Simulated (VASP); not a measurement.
# MoS2 (P1) in VASP: notebook, part 2 of 2

VASP 6.6.1.

### 4 Single point, r2SCAN

This run uses another cell than the first one, of 18.98 Å³/atom.

Input file POSCAR:

```
MoS2
1.0
    3.2274600000      0.0000000000      0.0000000000
   -1.6137300000      2.7950700000      0.0000000000
    0.0000000000      0.0000000000      6.3124700000
Mo S
1 2
Direct
    0.9911100000      0.9768900000      0.4907000000
    0.3253000000      0.6624100000      0.2567600000
    0.6386755456      0.3277610912      0.7581100000
```

Input file INCAR.step1:

```
PREC     = Accurate       # precision mode
ENCUT    = 520            # plane-wave cutoff, eV
ISMEAR   = -1             # smearing method
SIGMA    = 0.1            # smearing width, eV
LREAL    = F              # projectors in reciprocal space
LASPH    = T              # aspherical terms in the spheres
NELM     = 60             # most SCF steps
NBANDS   = 20             # bands
GGA      = PE             # functional
ALGO     = Normal         # electronic algorithm
EDIFF    = 1E-4           # SCF threshold, eV
LWAVE    = T              # write WAVECAR
LCHARG   = F              # write CHGCAR
```

Input file INCAR.step2:

```
PREC     = Accurate       # precision mode
ENCUT    = 520            # plane-wave cutoff, eV
EDIFF    = 1E-6           # SCF threshold, eV
ISMEAR   = -1             # smearing method
SIGMA    = 0.1            # smearing width, eV
LREAL    = F              # projectors in reciprocal space
LASPH    = T              # aspherical terms in the spheres
NELM     = 60             # most SCF steps
ALGO     = Normal         # electronic algorithm
ISIF     = 2              # what is computed and relaxed
LWAVE    = F              # write WAVECAR
LCHARG   = F              # write CHGCAR
METAGGA  = R2SCAN         # meta-GGA
LMIXTAU  = T            
NBANDS   = 20             # bands
ISTART   = 1
```

Input file KPOINTS:

```
regular mesh
0
Gamma
  7 7 3
```

Potentials or basis: VASP PAW PBE potentials, release 64 (Mo_sv, S).

Run with:

```
> cat potpaw_PBE.64/Mo_sv/POTCAR potpaw_PBE.64/S/POTCAR > POTCAR
> cp INCAR.step1 INCAR
> mpirun -np 1 vasp_std > vasp.out
> cp INCAR.step2 INCAR
> mpirun -np 1 vasp_std > vasp.out
```

OUTCAR:

```text
PREC = Accurate
   ENCUT = 520
   EDIFF = 1E-6
   ISMEAR = -1
   LREAL = F
   LASPH = T
   NELM = 60
   ISIF = 2
   METAGGA = R2SCAN
   ISTART = 1

 ion  position               nearest neighbor table
   1  0.991  0.977  0.491-   2 2.34   2 2.38   2 2.42   3 2.48   3 2.48   3 2.59
   2  0.325  0.662  0.257-   1 2.34   1 2.38   1 2.42
   3  0.639  0.328  0.758-   1 2.48   1 2.48   1 2.59

  LATTYP: Found a hexagonal cell.
 ALAT       =     3.2274600000
 C/A-ratio  =     1.9558631246

  Lattice vectors:

 A1 = (   3.2274600000,   0.0000000000,   0.0000000000)
 A2 = (  -1.6137300000,   2.7950700000,   0.0000000000)
 A3 = (   0.0000000000,   0.0000000000,   6.3124700000)

Analysis of symmetry for initial positions (statically):
=====================================================================
 Subroutine PRICEL returns:
 Original cell was already a primitive cell.

 Routine SETGRP: Setting up the symmetry group for a
 hexagonal supercell.

 Subroutine GETGRP returns: Found  1 space group operations
 (whereof  1 operations were pure point group operations)
 out of a pool of 24 trial point group operations.

[... 160 lines left out ...]

  energy without entropy =      -43.97242695  energy(sigma->0) =      -43.99681660

 E-fermi :   6.8516     XC(G=0): -11.1436

 val. band max:        6.8275439190   @ k =   0.1429  -0.0000   0.0000
 cond. band min:       6.8599110878   @ k =   0.2857   0.2857   0.3333
 fundamental gap:      0.0323671688
 Fermi energy:         6.8516455122

 k-point     1 :       0.0000    0.0000    0.0000
  band No.  band energies     occupation
      1     -56.9597      2.00000
      2     -30.2750      2.00000
      3     -30.2188      2.00000
      4     -30.2059      2.00000
      5      -8.6506      2.00000
      6      -7.1787      2.00000
[... 541 lines left out ...]
     19      15.6164      0.00000
     20      16.5931      0.00000

 [... further k-points ...]

------------------------ aborting loop because EDIFF is reached ----------------------------------------

  FORCE on cell =-STRESS in cart. coord.  units (eV):
  Direction    XX          YY          ZZ          XY          YZ          ZX
  --------------------------------------------------------------------------------------
  -------------------------------------------------------------------------------------
  Total       -0.1175850     -0.6399874     -1.3746797     -0.1036959      0.3431880      0.3316032
  in kB       -3.3083347    -18.0064910    -38.6775725     -2.9175553      9.6558342      9.3298883
  external PRESSURE =     -19.9974661 kB  Pullay stress =       0.0000000 kB

 VOLUME and BASIS-vectors are now :
 -----------------------------------------------------------------------------
  energy-cutoff  :      520.00
  volume of cell :       56.94
      direct lattice vectors                 reciprocal lattice vectors
     3.227460000  0.000000000  0.000000000     0.309841175  0.178886396  0.000000000
    -1.613730000  2.795070000  0.000000000     0.000000000  0.357772793  0.000000000
     0.000000000  0.000000000  6.312470000     0.000000000  0.000000000  0.158416594

 POSITION                                       TOTAL-FORCE (eV/Angst)
 -----------------------------------------------------------------------------------
      1.62233      2.73048      3.09753        -0.268966      0.330296      2.196292
     -0.01906      1.85148      1.62079         0.031969     -0.283093     -0.725642
      1.53238      0.91612      4.78555         0.236997     -0.047203     -1.470649
 -----------------------------------------------------------------------------------
    total drift:                                0.000099     -0.000006     -0.000026

  FREE ENERGIE OF THE ION-ELECTRON SYSTEM (eV)
  ---------------------------------------------------
  free  energy   TOTEN  =       -44.0212062483 eV

  energy  without entropy=      -43.9724269543  energy(sigma->0) =      -43.99681660
```

It took 1.7 min on 1 thread of Intel Xeon Platinum 8488C (Sapphire Rapids), shared host; peak memory 0.22 GiB.

What came out:

```yaml
Free_energy: -44.0212 eV
Pressure: -2.0 GPa
Largest_force: 2.237 eV/Å
Band_gap_on_the_k_mesh: zero (bands 13 and 14 overlap by 0.47 eV)
```

Forces on the atoms (eV/Å):
```
Mo  -0.269  0.330  2.196
S    0.032 -0.283 -0.726
S    0.237 -0.047 -1.471
```

Caveat: the PAW data sets were made with another functional, which shifts forces and pressure a little.

### 5 Single point, r2SCAN

This run uses another cell than the first one, of 18.98 Å³/atom.

POSCAR, as its differences from that of step 4:

```diff
@@ -10,2 +10,2 @@
     0.3253000000      0.6624100000      0.2567600000
-    0.6386755456      0.3277610912      0.7581100000
+    0.6372444544      0.3248989088      0.7581100000
```

Input file INCAR.step1:

```
ALGO = Normal
EDIFF = 1E-4
ENCUT = 520
GGA = PE
ISMEAR = -1
LASPH = T
LCHARG = F
LREAL = F
LWAVE = T
NBANDS = 20
NELM = 60
PREC = Accurate
SIGMA = 0.1
```

Input file INCAR.step2:

```
ALGO = Normal
EDIFF = 1E-6
ENCUT = 520
ISIF = 2
ISMEAR = -1
ISTART = 1
LASPH = T
LCHARG = T
LELF = T
LMIXTAU = T
LREAL = F
LVHAR = T
LWAVE = F
METAGGA = R2SCAN
NBANDS = 20
NELM = 60
PREC = Accurate
SIGMA = 0.1
```

Input file KPOINTS:

```
k-points
0
Gamma
  7 7 3
```

Run with:

```
> cat potpaw_PBE.64/Mo_sv/POTCAR potpaw_PBE.64/S/POTCAR > POTCAR
> cp INCAR.step1 INCAR
> mpirun -np 1 vasp_std > vasp.out
> cp INCAR.step2 INCAR
> mpirun -np 1 vasp_std > vasp.out
```

Wall time 1.8 min (1 thread of Intel Xeon Platinum 8488C (Sapphire Rapids), shared host); peak memory 0.22 GiB.

It converged, with:

| Property | Result |
| --- | --- |
| Free energy | -44.0215 eV |
| Pressure | -2.0 GPa |
| Largest force | 2.242 eV/Å |
| Band gap on the k mesh | zero (bands 13 and 14 overlap by 0.48 eV) |

Forces on the atoms (eV/Å):
```
Mo  -0.272  0.317  2.203
S    0.032 -0.299 -0.728
S    0.240 -0.018 -1.475
```

Stress tensor (GPa, compression positive):
```
-0.28 -0.27  0.95
-0.27 -1.87  1.17
 0.95  1.17 -3.88
```

Levels at points of the mesh, in eV from the Fermi level:
| k point | band 9 | band 10 | band 11 | band 12 | band 13 | band 14 | band 15 | band 16 | band 17 | band 18 |
| --- | --- | --- | --- | --- | --- | --- | --- | --- | --- | --- |
| (0.00, 0.00, 0.00) | -4.11 | -2.21 | -1.11 | -1.05 | -0.95 | -0.15 | -0.10 | 3.11 | 3.26 | 6.58 |

Caveat: the PAW data sets were made with another functional, which shifts forces and pressure a little.
